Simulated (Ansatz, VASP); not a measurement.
Two plane-wave programs on LuAl3N4

INCAR

```
ALGO = Normal ; EDIFF = 1E-6
EDIFFG = -0.08 ; ENCUT = 600
GGA = PE ; IBRION = 2
ISIF = 3 ; ISMEAR = 0
LASPH = True ; LCHARG = False
LREAL = False ; LWAVE = False
NELM = 60 ; NSW = 36
PREC = Accurate ; SIGMA = 0.15
```

Contents of KPOINTS:

```
k-points
0
Gamma
  4 4 2
```

The input POSCAR:

```
LuAl3N4
1.0
    3.3500000000      0.0000000000      0.0000000000
   -1.6750000000      2.9011851000      0.0000000000
    0.0000000000      0.0000000000     10.4000000000
Lu Al N
1 3 4
Direct
    0.0000000000      0.0000000000      0.8610000000
    0.3333333300      0.6666666700      0.6680000000
    0.3333333300      0.6666666700      0.1875000000
    0.6666666700      0.3333333300      0.4280000000
    0.3333333300      0.6666666700      0.4810000000
    0.3333333300      0.6666666700      0.0000000000
    0.6666666700      0.3333333300      0.2400000000
    0.6666666700      0.3333333300      0.7210000000
```

Input for Ansatz:

```yaml
crystal:
  lattice:
    - [3.35, 0.0, 0.0]
    - [-1.675, 2.9011851, 0.0]
    - [0.0, 0.0, 10.4]
  atoms:
    - { symbol: Lu, position: [0.0, 0.0, 0.861] }
    - { symbol: Al, position: [0.33333333, 0.66666667, 0.668] }
    - { symbol: Al, position: [0.33333333, 0.66666667, 0.1875] }
    - { symbol: Al, position: [0.66666667, 0.33333333, 0.428] }
    - { symbol: "N", position: [0.33333333, 0.66666667, 0.481] }
    - { symbol: "N", position: [0.33333333, 0.66666667, 0.0] }
    - { symbol: "N", position: [0.66666667, 0.33333333, 0.24] }
    - { symbol: "N", position: [0.66666667, 0.33333333, 0.721] }
basis:
  ecutwfc: 420
kpoints:
  mp_grid: { grid: [4, 4, 2] }
hamiltonian:
  xc: pbe
scf:
  occupations: { method: gaussian, width: 0.15 }
  lower_state_search: "off"
output:
  forces: true
  stress: true
  eigenvalues: true
relax:
  adjacent_minimum: "off"
  f_tol: 0.08
  max_steps: 16
  cell: { stress_tol: 0.8 }
```

Alike in both runs: task relaxation of cell and atoms; functional PBE; k mesh 4 × 4 × 2; occupations gaussian, width 0.15 eV; no spin polarisation.

```csv
,VASP,Ansatz
version,VASP 6.6.1,Ansatz 0.2.0
potentials or method,"VASP PAW PBE potentials, release 64 (Lu, Al, N), cutoff 600 eV","scalar-relativistic, plane waves, PAW"
valence electrons in the cell,54,54
```

|  | VASP | Ansatz | Ansatz less VASP |
| --- | --- | --- | --- |
| gap on the k mesh at the Fermi level, each at its own relaxed structure (eV) | 2.81 | 2.88 | +0.076 |
| relaxed volume (Å³/atom) | 11.68 | 11.68 | +0.001 |
| relaxed cell length with the largest relative difference (Å) | 10.504 | 10.497 | -0.0066 |

The k mesh is coarse, so the values compare programs but aren't converged. Spin-orbit coupling is off throughout.
